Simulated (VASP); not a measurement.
# MgO2 (R-3m) in VASP: a series of runs

MgO2 is run at these levels: PBEsol; tasks: relaxation of shape and atoms at fixed volume.

All numbers are computed with VASP 6.6.1; they aren't measurements. Logs are shortened: lines on timing, memory, paths and dates and some standing lists are left out, and cuts for length are marked.

## Step 1: The cell of the first run

The structure is trigonal, space group R-3m (No. 166). Conventional cell: a = 3.136 Å, b = 3.136 Å, c = 10.267 Å, α = 90.00°, β = 90.00°, γ = 120.00°. Mg (site symmetry -3m) has 6 O at 2.06 Å within 2.7 Å. Within 1.9 Å of O (site symmetry 3m) lie 1 O at 1.46 Å.

## Step 2: Relaxation of shape and atoms at fixed volume, PBEsol (9.71 Å³/atom)

Contents of INCAR:

```
ALGO = Normal
EDIFF = 1E-7
EDIFFG = -0.01
ENCUT = 750
GGA = PS
GGA_COMPAT = False
IBRION = 2
ISIF = 4
ISMEAR = 0
LASPH = True
LCHARG = False
LREAL = False
LWAVE = False
NELM = 120
NELMIN = 4
NSW = 50
PREC = Accurate
SIGMA = 0.02
```

Contents of KPOINTS:

```
k-points
0
Gamma
  12 12 12
```

Contents of POSCAR:

```
MgO2
1.0
    1.5678241584      0.9051836999      3.4224452950
   -1.5678241584      0.9051836999      3.4224452950
    0.0000000000     -1.8103673998      3.4224452950
Mg O
1 2
Direct
    0.0000000000      0.0000000000      0.0000000000
    0.4291433726      0.4291433726      0.4291433726
    0.5708566274      0.5708566274      0.5708566274
```

Potentials or basis: VASP PAW PBE potentials, release 64 (Mg_sv, O).

Run with:

```bash
$ cat potpaw_PBE.64/Mg_sv/POTCAR potpaw_PBE.64/O/POTCAR > POTCAR
$ mpirun -np 1 vasp_std > vasp.out
```

OUTCAR:

```text
EDIFF = 1E-7
   EDIFFG = -0.01
   ENCUT = 750
   GGA = PS
   IBRION = 2
   ISIF = 4
   ISMEAR = 0
   LASPH = True
   LREAL = False
   NELM = 120
   NELMIN = 4
   NSW = 50
   PREC = Accurate

 ion  position               nearest neighbor table
   1  0.000  0.000  0.000-   3 2.06   3 2.06   2 2.06   2 2.06   3 2.06   2 2.06
   2  0.429  0.429  0.429-   3 1.46   1 2.06   1 2.06   1 2.06
   3  0.571  0.571  0.571-   2 1.46   1 2.06   1 2.06   1 2.06

  LATTYP: Found a trigonal (rhomboedric) cell.
 ALAT       =     3.8717647035
 COS(alpha) =     0.6720506403

  Lattice vectors:

 A1 = (   1.5678241584,   0.9051836999,   3.4224452950)
 A2 = (  -1.5678241584,   0.9051836999,   3.4224452950)
 A3 = (   0.0000000000,  -1.8103673998,   3.4224452950)

Analysis of symmetry for initial positions (statically):
=====================================================================
 Subroutine PRICEL returns:
 Original cell was already a primitive cell.

 Routine SETGRP: Setting up the symmetry group for a
 trigonal (rhombohedral) supercell.

 Subroutine GETGRP returns: Found 12 space group operations
 (whereof 12 operations were pure point group operations)
 out of a pool of 12 trial point group operations.

The static configuration has the point symmetry D_3d.

Analysis of symmetry for dynamics (positions and initial velocities):
=====================================================================
 Subroutine PRICEL returns:
 Original cell was already a primitive cell.

 Routine SETGRP: Setting up the symmetry group for a
 trigonal (rhombohedral) supercell.

 Subroutine GETGRP returns: Found 12 space group operations
 (whereof 12 operations were pure point group operations)
 out of a pool of 12 trial point group operations.

The dynamic configuration has the point symmetry D_3d.

 Subroutine INISYM returns: Found 12 space group operations
 (whereof 12 operations are pure point group operations),
 and found     1 'primitive' translations

----------------------------------------------------------------------------------------

                                     Primitive cell

  volume of cell :      29.1422

  direct lattice vectors                    reciprocal lattice vectors
     1.567824158  0.905183700  3.422445295     0.318913315  0.184124688  0.097396249
    -1.567824158  0.905183700  3.422445295    -0.318913315  0.184124688  0.097396249
     0.000000000 -1.810367400  3.422445295     0.000000000 -0.368249377  0.097396249

  length of vectors
     3.871764704  3.871764704  3.871764704     0.380911581  0.380911581  0.380911581

  position of ions in fractional coordinates (direct lattice)
     0.000000000  0.000000000  0.000000000
     0.429143373  0.429143373  0.429143373
     0.570856627  0.570856627  0.570856627

  ion indices of the primitive-cell ions
   primitive index   ion index
                 1           1
                 2           2
                 3           3

----------------------------------------------------------------------------------------

 KPOINTS: k-points

Automatic generation of k-mesh.
 Grid dimensions read from file:
 generate k-points for:   12   12   12

 Generating k-lattice:

  Cartesian coordinates                     Fractional coordinates (reciprocal lattice)
     0.026576110  0.015343724  0.008116354     0.083333333  0.000000000 -0.000000000
    -0.026576110  0.015343724  0.008116354     0.000000000  0.083333333 -0.000000000
     0.000000000 -0.030687448  0.008116354    -0.000000000 -0.000000000  0.083333333

  Length of vectors
     0.031742632  0.031742632  0.031742632

  Shift w.r.t. Gamma in fractional coordinates (k-lattice)
     0.000000000  0.000000000  0.000000000

 Subroutine IBZKPT returns following result:
 ===========================================

 Found    189 irreducible k-points:

 Following reciprocal coordinates:
            Coordinates               Weight
  0.000000  0.000000  0.000000      1.000000
  0.083333  0.000000 -0.000000      6.000000
  0.166667  0.000000  0.000000      6.000000
  0.250000  0.000000 -0.000000      6.000000
  0.333333 -0.000000 -0.000000      6.000000
  0.416667  0.000000 -0.000000      6.000000
[... 16 lines left out ...]
  0.500000  0.166667 -0.000000     12.000000
 -0.416667  0.166667  0.000000     12.000000
 [... further k-points ...]
   k-points           NKPTS =    189   k-points in BZ     NKDIM =    189   number of bands    NBANDS=     15
   number of dos      NEDOS =    301   number of ions     NIONS =      3
   total plane-waves  NPLWV =  46656
   dimension x,y,z NGX =    36 NGY =   36 NGZ =   36
   dimension x,y,z NGXF=    72 NGYF=   72 NGZF=   72
   ions per type =               1   2
   NGX,Y,Z   is equivalent  to a cutoff of  15.46, 15.46, 15.46 a.u.
   NGXF,Y,Z  is equivalent  to a cutoff of  30.92, 30.92, 30.92 a.u.
 SYSTEM =  unknown system
   PREC   = accura    normal or accurate (medium, high low for compatibility)
   ISTART =      0    job   : 0-new  1-cont  2-samecut
   ICHARG =      2    charge: 1-file 2-atom 10-const
   ISPIN  =      1    spin polarized calculation?
   LNONCOLLINEAR =      F non collinear calculations
   LSORBIT =      F    spin-orbit coupling
   LASPH  =      T    aspherical Exc in radial PAW
   ENCUT  =  750.0 eV  55.12 Ry    7.42 a.u.   8.65  8.65  8.65*2*pi/ulx,y,z
   NELM   =    120;   NELMIN=  4; NELMDL= -5     # of ELM steps
   EDIFF  = 0.1E-06   stopping-criterion for ELM
   LREAL  =      F    real-space projection
   EDIFFG = -.1E-01   stopping-criterion for IOM
   NSW    =     50    number of steps for IOM
   IBRION =      2    ionic relax: 0-MD 1-quasi-New 2-CG
   NFREE  =      1    steps in history (QN), initial steepest desc. (CG)
   ISIF   =      4    stress and relaxation
   ISYM   =      2    0-nonsym 1-usesym 2-fastsym
   POTIM  = 0.5000    time-step for ionic-motion
   TEBEG  =    0.0;   TEEND  =   0.0 temperature during run
   PSTRESS=    0.0 pullay stress
   NELECT =      22.0000    total number of electrons
   NUPDOWN=      -1.0000    fix difference up-down
   EMIN   =  10.00;   EMAX   =-10.00  energy-range for DOS
   EFERMI =   0.00;   METHOD = LEGACY
   ISMEAR =     0;   SIGMA  =   0.02  broadening in eV -4-tet -1-fermi 0-gaus
   EFERMI_NEDOS =   21; number of points for ismear=-14 and -15
   IALGO  =     38    algorithm
   IMIX   =      4    mixing-type and parameters
     AMIX     =   0.40;   BMIX     =  1.00
     AMIX_MAG =   1.60;   BMIX_MAG =  1.00
  volume/ion in A,a.u.               =       9.71        65.55
  Fermi-wavevector in a.u.,A,eV,Ry     =   1.490648  2.816916 30.232575  2.222032
  Thomas-Fermi vector in A             =   2.603403
   LORBIT       =      0    0 simple, 1 ext, 2 COOP (PROOUT), +10 PAW based schemes
   GGA     = PS    functional components
   LHFCALC =     F    Hartree Fock is set to
   AEXX    =    0.0000 exact exchange contribution
   IVDW    =     0    specifies the selected vdW correction
   LEPSILON=     F    determine dielectric tensor
   LRPA    =     F    only Hartree local field effects (RPA)
 conjugate gradient relaxation of ions
 non-spin polarized calculation
 Gauss-broadening in eV      SIGMA  =   0.02
  energy-cutoff  :      750.00
  volume of cell :       29.14
 maximum number of plane-waves:      1378
   NGX = 17   NGY = 17   NGZ = 17

--------------------------------------- Ionic step        1  -------------------------------------------

 number of electron      22.0000001 magnetization

 Free energy of the ion-electron system (eV)
  ---------------------------------------------------
  ext. energy  EPLUGINS =         0.00000000
  ---------------------------------------------------
  free energy    TOTEN  =       -17.18411355 eV

  energy without entropy =      -17.18411355  energy(sigma->0) =      -17.18411355

------------------------ aborting loop because EDIFF is reached ----------------------------------------

  FORCE on cell =-STRESS in cart. coord.  units (eV):
  Direction    XX          YY          ZZ          XY          YZ          ZX
  --------------------------------------------------------------------------------------
  -------------------------------------------------------------------------------------
  Total        0.5704534      0.5704534      1.3537096      0.0000000      0.0000000      0.0000000
  in kB       31.3623735     31.3623735     74.4242150      0.0000000      0.0000000      0.0000000
  external PRESSURE =      45.7163206 kB  Pullay stress =       0.0000000 kB
[... 170 lines left out ...]
  energy  without entropy=      -17.1865905724  energy(sigma->0) =      -17.18659057

--------------------------------------- Ionic step        6  -------------------------------------------

 number of electron      22.0000003 magnetization

 Free energy of the ion-electron system (eV)
  ---------------------------------------------------
  ext. energy  EPLUGINS =         0.00000000
  ---------------------------------------------------
  free energy    TOTEN  =       -17.18664614 eV

  energy without entropy =      -17.18664614  energy(sigma->0) =      -17.18664614

 E-fermi :   3.3500     XC(G=0): -10.9626

 val. band max:        2.9942469582   @ k =   0.5000   0.5000   0.5000
 cond. band min:       5.4913783659   @ k =   0.5000   0.5000   0.5000
 fundamental gap:      2.4971314077
 Fermi energy:         3.3499732955

 k-point     1 :       0.0000    0.0000    0.0000
  band No.  band energies     occupation
      1     -69.9126      2.00000
      2     -36.8840      2.00000
      3     -36.8558      2.00000
      4     -36.8558      2.00000
      5     -18.8149      2.00000
      6     -11.5215      2.00000
      7      -5.1763      2.00000
      8      -0.5379      2.00000
      9      -0.5379      2.00000
     10       2.1002      2.00000
     11       2.1002      2.00000
     12       7.8022      0.00000
     13       8.0473      0.00000
     14      15.4707      0.00000
     15      17.2360      0.00000
[... 397 lines left out ...]
 k-point    24 :      -0.4167    0.1667    0.0000
  band No.  band energies     occupation
      1     -69.9091      2.00000
      2     -36.9003      2.00000
      3     -36.8769      2.00000
      4     -36.8737      2.00000
      5     -18.1789      2.00000
      6     -11.9258      2.00000
      7      -4.0727      2.00000
      8      -3.1026      2.00000
      9      -1.3783      2.00000
     10       1.4164      2.00000
     11       1.6983      2.00000
     12       7.3412      0.00000
     13      12.5359      0.00000
     14      13.7078      0.00000
     15      16.0348      0.00000

 [... further k-points ...]

------------------------ aborting loop because EDIFF is reached ----------------------------------------

  FORCE on cell =-STRESS in cart. coord.  units (eV):
  Direction    XX          YY          ZZ          XY          YZ          ZX
  --------------------------------------------------------------------------------------
  -------------------------------------------------------------------------------------
  Total        0.7211767      0.7211767      0.7253602      0.0000000      0.0000000      0.0000000
  in kB       39.6488344     39.6488344     39.8788348      0.0000000      0.0000000      0.0000000
  external PRESSURE =      39.7255012 kB  Pullay stress =       0.0000000 kB
[... 18 lines left out ...]
  FREE ENERGIE OF THE ION-ELECTRON SYSTEM (eV)
  ---------------------------------------------------
  free  energy   TOTEN  =       -17.1866461416 eV

  energy  without entropy=      -17.1866461416  energy(sigma->0) =      -17.18664614

 reached required accuracy - stopping structural energy minimisation
```

Run time: 7.3 min. Hardware: 1 thread of Intel Xeon Platinum 8488C (Sapphire Rapids), shared host; peak memory 0.29 GiB.

What came out:

```yaml
Free_energy: -17.1866 eV
Energy_gained_by_relaxing: 0.8 meV/atom
Ionic_steps: 6
Pressure_after_relaxing: 4.0 GPa
Band_gap_on_the_k_mesh: 2.50 eV
```

Step by step:
```
step  energy change (eV)  largest force (eV/Å)  pressure (GPa)  volume (Å³)
   1              0.0000                0.3109            4.57        29.14
   2              0.0107                0.8041            3.08        29.14
   3             -0.0023                0.0416            4.06        29.14
   4             -0.0023                0.0352            4.08        29.14
   5             -0.0025                0.0154            4.02        29.14
   6             -0.0025                0.0011            3.97        29.14
```

Final structure:
```yaml
crystal:
  lattice:
    - [1.56399, 0.90297, 3.43924]
    - [-1.56399, 0.90297, 3.43924]
    - [0.00000, -1.80594, 3.43924]
  atoms:
    - { symbol: Mg, position: [0.00000, 0.00000, 0.00000] }
    - { symbol: O, position: [0.42895, 0.42895, 0.42895] }
    - { symbol: O, position: [0.57105, 0.57105, 0.57105] }
```

Caveat: the PAW data sets were made with another functional, which shifts forces and pressure a little.

## Step 3: Relaxation of shape and atoms at fixed volume, PBEsol (9.41 Å³/atom)

This run uses another cell than the first one, of 9.41 Å³/atom.

Contents of INCAR:

```
SYSTEM = MgO2
ALGO     = Normal         ! electronic algorithm
EDIFF    = 1E-6           ! SCF threshold, eV
EDIFFG   = -0.01          ! ionic threshold
ENCUT    = 600            ! plane-wave cutoff, eV
GGA      = PS             ! functional
IBRION   = 2              ! ionic algorithm
ISIF     = 4              ! what is computed and relaxed
ISMEAR   = 0              ! smearing method
LASPH    = .True.         ! aspherical terms in the spheres
LCHARG   = .False.        ! write CHGCAR
LREAL    = .False.        ! projectors in reciprocal space
LWAVE    = .False.        ! write WAVECAR
NELM     = 80             ! most SCF steps
NSW      = 50             ! ionic steps
PREC     = Accurate       ! precision mode
SIGMA    = 0.02           ! smearing width, eV
```

Contents of KPOINTS:

```
k-points
0
Gamma
  12 12 12
  0 0 0
```

Contents of POSCAR:

```
MgO2
1.0
    1.5482305885      0.8938713470      3.4010737662
   -1.5482305885      0.8938713470      3.4010737662
    0.0000000000     -1.7877426940      3.4010737662
Mg O
1 2
Direct
    0.0000000000      0.0000000000      0.0000000000
    0.4291373465      0.4291373465      0.4291373465
    0.5708626535      0.5708626535      0.5708626535
```

Potentials or basis: VASP PAW PBE potentials, release 64 (Mg, O).

Run with:

```bash
$ cat potpaw_PBE.64/Mg/POTCAR potpaw_PBE.64/O/POTCAR > POTCAR
$ mpirun -np 1 vasp_std > vasp.out
```

It took 2.3 min on 1 thread of AMD EPYC 9R45 (Zen 5), shared host; peak memory 0.21 GiB.

It converged, with:

* Free energy: -17.1814 eV
* Energy gained by relaxing: 1.1 meV/atom
* Ionic steps: 6
* Pressure after relaxing: 8.5 GPa
* Band gap on the k mesh: 2.58 eV

The path:
| step | energy change (eV) | largest force (eV/Å) | pressure (GPa) | volume (Å³) |
| --- | --- | --- | --- | --- |
| 1 | 0.0000 | 0.3804 | 9.22 | 28.24 |
| 2 | 0.0170 | 1.0106 | 7.51 | 28.24 |
| 3 | -0.0030 | 0.0417 | 8.60 | 28.24 |
| 4 | -0.0030 | 0.0346 | 8.66 | 28.24 |
| 5 | -0.0032 | 0.0159 | 8.58 | 28.24 |
| 6 | -0.0033 | 0.0019 | 8.52 | 28.24 |

Final structure:
```
Mg O
1.0
     1.54421    0.89155    3.41879
    -1.54421    0.89155    3.41879
     0.00000   -1.78310    3.41879
Mg O
1 2
Direct
  0.00000 0.00000 0.00000
  0.42888 0.42888 0.42888
  0.57112 0.57112 0.57112
```

Levels at points of the mesh, in eV from the valence-band top:
```
           k point  band 3  band 4  band 5  band 6  band 7  band 8  band 9  band 10  band 11
(0.00, 0.00, 0.00)   -8.36   -3.58   -3.58   -0.93   -0.93    5.00    5.12    12.71    14.47
(0.50, 0.00, 0.00)   -7.21   -6.67   -4.01   -1.39   -1.33    4.41    8.96    11.15    13.14
(0.50, 0.50, 0.00)   -6.49   -5.97   -4.70   -2.41   -0.21    3.78    7.98    11.69    13.29
(0.50, 0.50, 0.50)   -5.22   -4.17   -4.17    0.00    0.00    2.58    5.08    10.25    14.93
```

Caveat: the PAW data sets were made with another functional, which shifts forces and pressure a little. A k mesh can miss the band edges.

## Step 4: Relaxation of shape and atoms at fixed volume, PBEsol (9.71 Å³/atom)

Contents of INCAR:

```
ALGO = Normal
EDIFF = 1E-6
EDIFFG = -0.01
ENCUT = 600
GGA = PS
IBRION = 2
ISIF = 4
ISMEAR = 0
LASPH = True
LCHARG = False
LREAL = False
LWAVE = False
NELM = 80
NSW = 50
PREC = Accurate
SIGMA = 0.02
```

Contents of KPOINTS:

```
k-points
0
Gamma
  12 12 12
```

Contents of POSCAR:

```
MgO2
1.0
    1.5678241584      0.9051836999      3.4224452950
   -1.5678241584      0.9051836999      3.4224452950
    0.0000000000     -1.8103673998      3.4224452950
Mg O
1 2
Direct
    0.0000000000      0.0000000000      0.0000000000
    0.4291433726      0.4291433726      0.4291433726
    0.5708566274      0.5708566274      0.5708566274
```

Run with:

```bash
$ cat potpaw_PBE.64/Mg/POTCAR potpaw_PBE.64/O/POTCAR > POTCAR
$ mpirun -np 1 vasp_std > vasp.out
```

Wall time 2.3 min (1 thread of AMD EPYC 9R45 (Zen 5), shared host); peak memory 0.21 GiB.

It converged, with:

| Quantity | Value |
| --- | --- |
| Free energy | -17.2178 eV |
| Energy gained by relaxing | 1.1 meV/atom |
| Ionic steps | 6 |
| Pressure after relaxing | 3.6 GPa |
| Band gap on the k mesh | 2.48 eV |

Forces on the atoms (eV/Å):
```
Mg   0.000  0.000  0.000
O    0.000  0.000 -0.002
O    0.000  0.000  0.002
```

Step by step:
| step | energy change (eV) | largest force (eV/Å) | pressure (GPa) | volume (Å³) |
| --- | --- | --- | --- | --- |
| 1 | 0.0000 | 0.3718 | 4.29 | 29.14 |
| 2 | 0.0143 | 0.9130 | 2.69 | 29.14 |
| 3 | -0.0030 | 0.0363 | 3.68 | 29.14 |
| 4 | -0.0030 | 0.0295 | 3.74 | 29.14 |
| 5 | -0.0032 | 0.0137 | 3.68 | 29.14 |
| 6 | -0.0032 | 0.0020 | 3.63 | 29.14 |

Final structure:
```
Mg O
1.0
     1.56397    0.90296    3.43936
    -1.56397    0.90296    3.43936
     0.00000   -1.80591    3.43936
Mg O
1 2
Direct
  0.00000 0.00000 0.00000
  0.42885 0.42885 0.42885
  0.57115 0.57115 0.57115
```

Levels at points of the mesh, in eV from the valence-band top:
```tsv
k point	band 3	band 4	band 5	band 6	band 7	band 8	band 9	band 10	band 11
(0.00, 0.00, 0.00)	-8.15	-3.51	-3.51	-0.89	-0.89	4.81	5.03	12.48	14.26
(0.50, 0.00, 0.00)	-7.05	-6.48	-3.91	-1.36	-1.26	4.33	8.80	10.80	12.89
(0.50, 0.50, 0.00)	-6.35	-5.79	-4.60	-2.33	-0.18	3.69	7.88	11.42	12.94
(0.50, 0.50, 0.50)	-5.13	-4.08	-4.08	0.00	0.00	2.48	4.99	9.94	14.63
```

Caveat: the PAW data sets were made with another functional, which shifts forces and pressure a little. A k mesh can miss the band edges.

(Continued in part 2 of 2.)
